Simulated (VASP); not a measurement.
Set up this calculation in VASP 6.6.1, as the native input.

```yaml
Task: single point
Functional: PBEsol
Potentials_or_basis: VASP PAW PBE potentials, release 64 (Pb_d, S)
Cutoff: 500 eV
k_mesh: 5 × 5 × 5
Occupations: gaussian, width 0.01 eV
Spin: no spin polarisation
Dipole_correction: no
Further_INCAR_settings: ALGO = Normal; EDIFF = 1e-06; NBANDS = 17
```

The structure of PbS lies in POSCAR:

```
PbS
1.0
    4.1301926930      0.0000000000      0.0000000000
   -2.0650963465      3.5768514292      0.0000000000
    0.0000000000      0.0000000000      3.8256760434
Pb S
1 1
Direct
    0.0000000000      0.0000000000      0.0000000000
    0.6666666667      0.3333333333      0.5000000000
```

The input as run:

INCAR

```
PREC = Accurate
ENCUT = 500
EDIFF = 1E-6
ISMEAR = 0
SIGMA = 0.01
LREAL = F
LASPH = T
NELM = 120
ALGO = Normal
ISIF = 2
LWAVE = F
LCHARG = F
GGA = PS
NBANDS = 17
GGA_COMPAT = F
```

KPOINTS

```
Automatic mesh
0
Gamma
  5 5 5
```

Potentials or basis: VASP PAW PBE potentials, release 64 (Pb_d, S).

The run is started by

```console
$ cat potpaw_PBE.64/Pb_d/POTCAR potpaw_PBE.64/S/POTCAR > POTCAR
$ mpirun -np 1 vasp_std > vasp.out
```

Results of the run:

* Pressure: -4.1 GPa
* Band gap on the k mesh: 0.99 eV, indirect (least direct gap 2.06 eV)

Caveat: the PAW data sets were made with another functional, which shifts forces and pressure a little; spin-orbit coupling is left out, which moves the levels of the heavy elements.

Wall time 7.8 s on 1 thread of Intel(R) Xeon(R) 6975P-C (Granite Rapids) (shared host), peak memory 0.16 GiB.
